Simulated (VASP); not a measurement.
The system is Hf3N4.

```
CELL_PARAMETERS angstrom
-3.39073 3.39073 3.39073
3.39073 -3.39073 3.39073
3.39073 3.39073 -3.39073
ATOMIC_POSITIONS crystal
Hf 0.25000 0.62500 0.37500
Hf 0.37500 0.25000 0.62500
Hf 0.75000 0.87500 0.12500
Hf 0.12500 0.75000 0.87500
Hf 0.62500 0.37500 0.25000
Hf 0.87500 0.12500 0.75000
N 0.13418 0.13418 0.13418
N 0.86582 0.50000 0.00000
N 0.50000 0.00000 0.36582
N 0.00000 0.86582 0.50000
N 0.36582 0.50000 0.00000
N 0.63418 0.63418 0.63418
N 0.00000 0.36582 0.50000
N 0.50000 0.00000 0.86582
```

```yaml
Program: VASP 6.6.1
Task: relaxation of the atoms
Functional: PBEsol
Potentials_or_basis: VASP PAW PBE potentials, release 64 (Hf_pv, N)
Cutoff: 520 eV
k_mesh: 6 × 6 × 6
Occupations: gaussian, width 0.02 eV
Spin: no spin polarisation
```

At the start: pressure -16.2 GPa; volume 11.14 Å³/atom.

Question: How do energy, volume and symmetry change on relaxing?

Answer: Over 4 steps the energy falls by 3.2 meV/atom at a fixed cell; space group I-43d (No. 220, to 0.1 Å) before and after.

Step by step:
| step | energy change (eV) | largest force (eV/Å) | pressure (GPa) |
| --- | --- | --- | --- |
| 1 | 0.0000 | 0.2052 | -16.24 |
| 2 | -0.0148 | 0.1679 | -15.77 |
| 3 | -0.0413 | 0.0544 | -14.22 |
| 4 | -0.0443 | 0.0029 | -13.41 |

Final structure:
```cif
data_structure
_symmetry_space_group_name_H-M 'P 1'
_symmetry_Int_Tables_number 1
_cell_length_a 5.8729
_cell_length_b 5.8729
_cell_length_c 5.8729
_cell_angle_alpha 109.471
_cell_angle_beta 109.471
_cell_angle_gamma 109.471
_cell_volume 155.93
loop_
_atom_site_label
_atom_site_type_symbol
_atom_site_fract_x
_atom_site_fract_y
_atom_site_fract_z
_atom_site_occupancy
Hf1 Hf 0.25000 0.62500 0.37500 1
Hf2 Hf 0.37500 0.25000 0.62500 1
Hf3 Hf 0.75000 0.87500 0.12500 1
Hf4 Hf 0.12500 0.75000 0.87500 1
Hf5 Hf 0.62500 0.37500 0.25000 1
Hf6 Hf 0.87500 0.12500 0.75000 1
N1 N 0.12501 0.12501 0.12501 1
N2 N 0.87499 0.50000 0.00000 1
N3 N 0.50000 0.00000 0.37499 1
N4 N 0.00000 0.87499 0.50000 1
N5 N 0.37499 0.50000 0.00000 1
N6 N 0.62501 0.62501 0.62501 1
N7 N 0.00000 0.37499 0.50000 1
N8 N 0.50000 0.00000 0.87499 1
```

Caveat: the PAW data sets were made with another functional, which shifts forces and pressure a little.
